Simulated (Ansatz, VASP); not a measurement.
# Two plane-wave programs on Ru

```
CELL_PARAMETERS angstrom
2.69590 0.00000 0.00000
-1.34795 2.33472 0.00000
0.00000 0.00000 27.24942
ATOMIC_POSITIONS crystal
Ru 0.33333 0.66667 0.22019
Ru 0.66667 0.33333 0.29570
Ru 0.33333 0.66667 0.37363
Ru 0.66667 0.33333 0.45205
```

Alike in both runs: task single point; functional r2SCAN; dispersion rVV10; k mesh 18 × 18 × 1; occupations methfessel-paxton of order 1, width 0.1 eV; no spin polarisation.

|  | VASP | Ansatz |
| --- | --- | --- |
| version | VASP 6.6.1 | Ansatz 0.2.0 |
| potentials or method | VASP PAW PBE potentials, release 64 (Ru_pv), cutoff 440 eV | scalar-relativistic, plane waves, PAW |
| valence electrons in the cell | 56 | 64 |

Ansatz gave:

| Item | Value |
| --- | --- |
| gap on the k mesh at the Fermi level (eV) | none |
| rms of the force components (eV/Å) | 0.280 |

**Question.** Which values does VASP return?

**Answer.** gap on the k mesh at the Fermi level (eV): none; rms of the force components (eV/Å): 0.269.

VASP's potentials were made for PBE, not for r2SCAN. Atom by atom the forces differ by 0.033 eV/Å (rms over components). A gap of «none» marks a metal or a gap that the smearing closes. VASP's potentials hold 56 valence electrons a cell and Ansatz's 64, so a difference there can come from the potentials and not from the codes. Ansatz's warnings: xc potential rough in thin density.
